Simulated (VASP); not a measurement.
# GeCl2 (Fd-3m) in VASP: notebook, part 2 of 2

VASP 6.6.1. The steps go on from the part before.

## (3) Relaxation of cell and atoms, PBE

This run uses another cell than the first one, of 64.55 Å³/atom, 0.984 times its volume.

File INCAR:

```
ALGO = Normal
EDIFF = 1E-6
EDIFFG = -0.01
ENCUT = 600
GGA = PE
IBRION = 2
ISIF = 3
ISMEAR = 0
LASPH = True
LCHARG = False
LREAL = False
LWAVE = False
NELM = 100
NSW = 100
PREC = Accurate
SIGMA = 0.02
```

File KPOINTS:

```
k-points
0
Gamma
  6 6 6
```

File POSCAR:

```
GeCl2
1.0
    0.0000000000      5.7855611520      5.7855611520
    5.7855611520      0.0000000000      5.7855611520
    5.7855611520      5.7855611520      0.0000000000
Ge Cl
2 4
Direct
    0.2500000000      0.2500000000      0.2500000000
    0.0000000000      0.0000000000      0.0000000000
    0.1250000000      0.1250000000      0.1250000000
    0.1250000000      0.1250000000      0.6250000000
    0.1250000000      0.6250000000      0.1250000000
    0.6250000000      0.1250000000      0.1250000000
```

Potentials or basis: VASP PAW PBE potentials, release 64 (Ge_d, Cl).

On the command line:

```bash
cat potpaw_PBE.64/Ge_d/POTCAR potpaw_PBE.64/Cl/POTCAR > POTCAR
mpirun -np 1 vasp_std > vasp.out
```

OUTCAR:

```text
EDIFF = 1E-6
   EDIFFG = -0.01
   ENCUT = 600
   GGA = PE
   IBRION = 2
   ISIF = 3
   ISMEAR = 0
   LASPH = True
   LREAL = False
   NELM = 100
   NSW = 100
   PREC = Accurate

 ion  position               nearest neighbor table
   1  0.250  0.250  0.250-   3 2.51   4 2.51   5 2.51   6 2.51
   2  0.000  0.000  0.000-   3 2.51   4 2.51   5 2.51   6 2.51
   3  0.125  0.125  0.125-   1 2.51   2 2.51
   4  0.125  0.125  0.625-   1 2.51   2 2.51
   5  0.125  0.625  0.125-   1 2.51   2 2.51
   6  0.625  0.125  0.125-   1 2.51   2 2.51

  LATTYP: Found a face centered cubic cell.
 ALAT       =    11.5711223040

  Lattice vectors:

 A1 = (   0.0000000000,   5.7855611520,   5.7855611520)
 A2 = (   5.7855611520,   0.0000000000,   5.7855611520)
 A3 = (   5.7855611520,   5.7855611520,   0.0000000000)

Analysis of symmetry for initial positions (statically):
=====================================================================
 Subroutine PRICEL returns:
 Original cell was already a primitive cell.

 Routine SETGRP: Setting up the symmetry group for a
 face centered cubic supercell.

 Subroutine GETGRP returns: Found 48 space group operations
 (whereof 24 operations were pure point group operations)
 out of a pool of 48 trial point group operations.

The static configuration has the point symmetry T_d .
 The point group associated with its full space group is O_h .

Analysis of symmetry for dynamics (positions and initial velocities):
=====================================================================
 Subroutine PRICEL returns:
 Original cell was already a primitive cell.

 Routine SETGRP: Setting up the symmetry group for a
 face centered cubic supercell.

 Subroutine GETGRP returns: Found 48 space group operations
 (whereof 24 operations were pure point group operations)
 out of a pool of 48 trial point group operations.

The dynamic configuration has the point symmetry T_d .
 The point group associated with its full space group is O_h .

[... 104 lines left out ...]
   ISYM   =      2    0-nonsym 1-usesym 2-fastsym
   POTIM  = 0.5000    time-step for ionic-motion
   TEBEG  =    0.0;   TEEND  =   0.0 temperature during run
   PSTRESS=    0.0 pullay stress
   NELECT =      56.0000    total number of electrons
   NUPDOWN=      -1.0000    fix difference up-down
   EMIN   =  10.00;   EMAX   =-10.00  energy-range for DOS
   EFERMI =   0.00;   METHOD = LEGACY
   ISMEAR =     0;   SIGMA  =   0.02  broadening in eV -4-tet -1-fermi 0-gaus
   EFERMI_NEDOS =   21; number of points for ismear=-14 and -15
   IALGO  =     38    algorithm
   IMIX   =      4    mixing-type and parameters
     AMIX     =   0.40;   BMIX     =  1.00
     AMIX_MAG =   1.60;   BMIX_MAG =  1.00
  volume/ion in A,a.u.               =      64.55       435.62
  Fermi-wavevector in a.u.,A,eV,Ry     =   0.859242  1.623731 10.045131  0.738296
  Thomas-Fermi vector in A             =   1.976567
   LORBIT       =      0    0 simple, 1 ext, 2 COOP (PROOUT), +10 PAW based schemes
   GGA     = PE    functional components
   LHFCALC =     F    Hartree Fock is set to
   AEXX    =    0.0000 exact exchange contribution
   IVDW    =     0    specifies the selected vdW correction
   LEPSILON=     F    determine dielectric tensor
   LRPA    =     F    only Hartree local field effects (RPA)
 conjugate gradient relaxation of ions
 non-spin polarized calculation
 Gauss-broadening in eV      SIGMA  =   0.02
  energy-cutoff  :      600.00
  volume of cell :      387.32
 maximum number of plane-waves:     12976
 NGX is ok and might be reduce to    70
   NGX = 33   NGY = 33   NGZ = 33

--------------------------------------- Ionic step        1  -------------------------------------------

 number of electron      55.9999980 magnetization

 Free energy of the ion-electron system (eV)
  ---------------------------------------------------
  ext. energy  EPLUGINS =         0.00000000
  ---------------------------------------------------
  free energy    TOTEN  =       -20.35832208 eV

  energy without entropy =      -20.35832208  energy(sigma->0) =      -20.35832208

------------------------ aborting loop because EDIFF is reached ----------------------------------------

  FORCE on cell =-STRESS in cart. coord.  units (eV):
  Direction    XX          YY          ZZ          XY          YZ          ZX
  --------------------------------------------------------------------------------------
  -------------------------------------------------------------------------------------
  Total        0.5655073      0.5655073      0.5655073      0.0000000     -0.0000000      0.0000000
  in kB        2.3392809      2.3392809      2.3392809      0.0000000     -0.0000000      0.0000000
  external PRESSURE =       2.3392809 kB  Pullay stress =       0.0000000 kB
[... 67 lines left out ...]
--------------------------------------- Ionic step        3  -------------------------------------------

 number of electron      55.9999982 magnetization

 Free energy of the ion-electron system (eV)
  ---------------------------------------------------
  ext. energy  EPLUGINS =         0.00000000
  ---------------------------------------------------
  free energy    TOTEN  =       -20.36274369 eV

  energy without entropy =      -20.36274369  energy(sigma->0) =      -20.36274369

 E-fermi :  -1.5667     XC(G=0):  -4.5748

 val. band max:       -1.7363273578   @ k =   0.0000   0.0000   0.0000
 cond. band min:      -1.1114828310   @ k =   0.0000   0.0000   0.0000
 fundamental gap:      0.6248445268
 Fermi energy:        -1.5666760725

 k-point     1 :       0.0000    0.0000    0.0000
  band No.  band energies     occupation
      1     -27.5986      2.00000
      2     -27.5986      2.00000
      3     -27.5986      2.00000
      4     -27.5959      2.00000
      5     -27.5959      2.00000
      6     -27.5959      2.00000
[... 598 lines left out ...]
  FREE ENERGIE OF THE ION-ELECTRON SYSTEM (eV)
  ---------------------------------------------------
  free  energy   TOTEN  =       -20.3627436865 eV

  energy  without entropy=      -20.3627436865  energy(sigma->0) =      -20.36274369

 reached required accuracy - stopping structural energy minimisation
```

OSZICAR:

```text
N       E                     dE             d eps       ncg     rms          rms(c)
DAV:   1     0.567138651852E+03    0.56714E+03   -0.25811E+04  1209   0.209E+03
DAV:   2     0.831621629258E+02   -0.48398E+03   -0.47474E+03  1376   0.487E+02
DAV:   3    -0.155441941251E+02   -0.98706E+02   -0.97429E+02  1447   0.182E+02
DAV:   4    -0.212479926406E+02   -0.57038E+01   -0.56825E+01  1368   0.534E+01
[... 25 lines left out ...]
DAV:   2    -0.203639382908E+02    0.47524E-02   -0.93041E-03  1338   0.851E-01    0.199E-01
DAV:   3    -0.203629162029E+02    0.10221E-02   -0.22762E-03  1408   0.454E-01    0.922E-02
DAV:   4    -0.203627832561E+02    0.13295E-03   -0.93535E-05  1552   0.657E-02    0.473E-02
DAV:   5    -0.203627442912E+02    0.38965E-04   -0.32259E-05  1300   0.405E-02    0.104E-02
DAV:   6    -0.203627436865E+02    0.60470E-06   -0.28900E-06  1020   0.181E-02
   3 F= -.20362744E+02 E0= -.20362744E+02  d E =-.442160E-02
```

Run time: 16 min. Hardware: 1 thread of Intel Xeon Platinum 8259CL at 2.50GHz (Skylake/Cascade Lake), shared host; peak memory 0.86 GiB.

What came out:

```
Free energy                            : -20.3627 eV
Relaxed volume                         : 65.67 Å³/atom
Relaxed cell                           : a = 8.229 Å, b = 8.229 Å, c = 8.229 Å, α = 60.00°, β = 60.00°, γ = 60.00°
Space group after relaxing (to 0.05 Å) : Fd-3m (No. 227)
Energy gained by relaxing              : 0.7 meV/atom
Ionic steps                            : 3
Pressure after relaxing                : 0.0 GPa
Band gap on the k mesh                 : 0.62 eV, direct
```

Step by step:
```
step  energy change (eV)  largest force (eV/Å)  pressure (GPa)  volume (Å³)
   1              0.0000                0.0000            0.23       387.32
   2             -0.0043                0.0000            0.04       392.62
   3             -0.0044                0.0000            0.00       394.00
```

Final structure:
```
Ge Cl
1.0
     0.00000    5.81866    5.81866
     5.81866    0.00000    5.81866
     5.81866    5.81866    0.00000
Ge Cl
2 4
Direct
  0.25000 0.25000 0.25000
  0.00000 0.00000 0.00000
  0.12500 0.12500 0.12500
  0.12500 0.12500 0.62500
  0.12500 0.62500 0.12500
  0.62500 0.12500 0.12500
```

Levels at points of the mesh, in eV from the valence-band top:
```tsv
k point	band 26	band 27	band 28	band 29	band 30	band 31
(0.00, 0.00, 0.00)	-3.15	-3.15	0.00	0.62	0.62	0.62
(0.50, 0.00, 0.00)	-3.33	-3.15	-1.51	1.06	1.06	2.59
(0.50, 0.50, 0.00)	-3.26	-2.66	-2.66	1.52	1.52	2.78
```

A k mesh can miss the band edges. PBE gaps usually lie below the measured ones, often by a third to a half.

## (4) Single point, PBE

File INCAR:

```
PREC     = Accurate       # precision mode
ENCUT    = 520            # plane-wave cutoff, eV
EDIFF    = 1E-6           # SCF threshold, eV
ISMEAR   = 0              # smearing method
SIGMA    = 0.02           # smearing width, eV
LREAL    = F              # projectors in reciprocal space
LASPH    = T              # aspherical terms in the spheres
NELM     = 100            # most SCF steps
ALGO     = Normal         # electronic algorithm
ISIF     = 2              # what is computed and relaxed
LWAVE    = F              # write WAVECAR
LCHARG   = F              # write CHGCAR
GGA      = PE             # functional
NBANDS   = 37             # bands
```

File KPOINTS:

```
regular mesh
0
Gamma
  6 6 6
```

POSCAR: that of step 3 with these lines changed.

```diff
@@ -2,5 +2,5 @@
 1.0
-    0.0000000000      5.7855611520      5.7855611520
-    5.7855611520      0.0000000000      5.7855611520
-    5.7855611520      5.7855611520      0.0000000000
+    0.0000000000      5.8162119127      5.8162119127
+    5.8162119127      0.0000000000      5.8162119127
+    5.8162119127      5.8162119127      0.0000000000
 Ge Cl
```

On the command line:

```bash
cat potpaw_PBE.64/Ge_d/POTCAR potpaw_PBE.64/Cl/POTCAR > POTCAR
mpirun -np 1 vasp_std > vasp.out
```

Run time: 5.4 min. Hardware: 1 thread of Intel Xeon Platinum 8259CL at 2.50GHz (Skylake/Cascade Lake), shared host; peak memory 0.67 GiB.

Results (log left out):

```
Free energy            : -20.3623 eV
Pressure               : 0.0 GPa
Band gap on the k mesh : 0.62 eV, direct
```

Levels at points of the mesh, in eV from the valence-band top:
```csv
k point,band 25,band 26,band 27,band 28,band 29,band 30,band 31,band 32
"(0.00, 0.00, 0.00)",-3.16,-3.16,-3.16,0.00,0.62,0.62,0.62,3.39
"(0.50, 0.00, 0.00)",-3.34,-3.34,-3.16,-1.51,1.06,1.06,2.58,2.90
"(0.50, 0.50, 0.00)",-3.28,-3.28,-2.67,-2.67,1.52,1.52,2.78,2.78
```
